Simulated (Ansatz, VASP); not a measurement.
**Two plane-wave programs on AlN**

Contents of POSCAR:

```
AlN
1.0
    3.2665522592      0.0000000000      0.0000000000
   -1.6332761296      2.8289172392      0.0000000000
    0.0000000000      0.0000000000      4.7291000000
Al N
2 2
Direct
    0.3333333333      0.6666666667      0.0000000000
    0.6666666667      0.3333333333      0.5000000000
    0.3333333333      0.6666666667      0.3850000000
    0.6666666667      0.3333333333      0.8850000000
```

INCAR.step1

```
ALGO = Normal
EDIFF = 1E-4
ENCUT = 520
GGA = PE
ISMEAR = 0
LASPH = T
LCHARG = F
LREAL = F
LWAVE = T
NBANDS = 16
NELM = 80
PREC = Accurate
SIGMA = 0.05
```

File INCAR.step2:

```
ALGO = Normal
EDIFF = 1E-6
ENCUT = 520
ISIF = 2
ISMEAR = 0
ISTART = 1
LASPH = T
LCHARG = F
LMIXTAU = T
LREAL = F
LWAVE = F
METAGGA = R2SCAN
NBANDS = 16
NELM = 80
PREC = Accurate
SIGMA = 0.05
```

The input KPOINTS:

```
k-points
0
Gamma
  12 12 6
```

Input for Ansatz:

```yaml
crystal:
  lattice:
    - [3.2665522592, 0.0, 0.0]
    - [-1.6332761296, 2.8289172392, 0.0]
    - [0.0, 0.0, 4.7291]
  atoms:
    - { symbol: Al, position: [0.3333333333, 0.6666666667, 0.0] }
    - { symbol: Al, position: [0.6666666667, 0.3333333333, 0.5] }
    - { symbol: "N", position: [0.3333333333, 0.6666666667, 0.385] }
    - { symbol: "N", position: [0.6666666667, 0.3333333333, 0.885] }
basis:
  ecutwfc: 500
kpoints:
  mp_grid: { grid: [12, 12, 6] }
hamiltonian:
  xc: r2scan
scf:
  occupations: { method: gaussian, width: 0.05 }
output:
  forces: true
  stress: true
  eigenvalues: true
  write_density: true
  write_potential: true
  elf: true
  volumetric_format: npy
```

Change from the starting cell: strain +0.050 along x and y, -0.050 along z, atoms carried along.

Alike in both runs: task single point; functional r2SCAN; k mesh 12 × 12 × 6; occupations gaussian, width 0.05 eV; no spin polarisation.

```csv
,VASP,Ansatz
version,VASP 6.6.1,Ansatz 0.2.0
potentials or method,"VASP PAW PBE potentials, release 64 (Al, N), cutoff 520 eV","scalar-relativistic, plane waves, PAW"
valence electrons in the cell,16,16
```

|  | VASP | Ansatz | Ansatz less VASP |
| --- | --- | --- | --- |
| gap on the k mesh at the Fermi level (eV) | 4.14 | 4.11 | -0.031 |
| least direct gap on the mesh (eV) | 4.14 | 4.11 | -0.031 |
| pressure (GPa) | -8.8 | -8.4 | +0.36 |
| traceless stress, the component that is largest in VASP (GPa) | 24.23 | 23.91 | -0.319 |
| rms of the force components (eV/Å) | 0.661 | 0.649 | -0.0122 |

VASP's potentials were made for PBE, not for r2SCAN. Atom by atom the forces differ by 0.012 eV/Å (rms over components).
